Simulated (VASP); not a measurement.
## TlCl: elastic constants with PBEsol

TlCl:

```
Tl Cl
1.0
     3.76923    0.00000    0.00000
     0.00000    3.76923    0.00000
     0.00000    0.00000    3.76923
Tl Cl
1 1
Cartesian
  0.0000 0.0000 0.0000
  1.8846 1.8846 1.8846
```

```json
{
 "Program": "VASP 6.6.1",
 "Task": "elastic constants",
 "Functional": "PBEsol",
 "Potentials or basis": "VASP PAW PBE potentials, release 64 (Tl_d, Cl)",
 "Cutoff": "500 eV",
 "k mesh": "6 × 6 × 6",
 "Occupations": "gaussian, width 0.01 eV",
 "Spin": "no spin polarisation",
 "Dipole correction": "no",
 "Ions in elastic constants": "relaxed",
 "Further INCAR settings": "ALGO = Normal; EDIFF = 1e-08; IBRION = 6; POTIM = 0.015; NSW = 1; ISIF = 3"
}
```

The elastic constants C11, C12, C44 are 48, 21, 11 GPa. The voigt bulk modulus is 30 GPa and the highest phonon frequency at Γ, LO-TO splitting left out is 51 cm⁻¹.

Phonon frequencies in cm⁻¹ (negative: imaginary):
| q point | frequencies |
| --- | --- |
| (0.000, 0.000, 0.000) | 0 0 0 51 51 51 |

Elastic tensor in Voigt notation (GPa, in the Cartesian axes of the cell as first typed):
```
48 21 21  0  0  0
21 48 21  0  0  0
21 21 48  0  0  0
 0  0  0 11  0  0
 0  0  0  0 11  0
 0  0  0  0  0 11
```

Clamped-ion elastic tensor (GPa):
```
48 21 21  0  0  0
21 48 21  0  0  0
21 21 48  0  0  0
 0  0  0 11  0  0
 0  0  0  0 11  0
 0  0  0  0  0 11
```

Wall time 2.6 min on 1 thread of Intel(R) Xeon(R) 6975P-C (Granite Rapids), on a shared host, peak memory 0.24 GiB.

Caveat: the PAW data sets were made with another functional, which shifts forces and pressure a little.
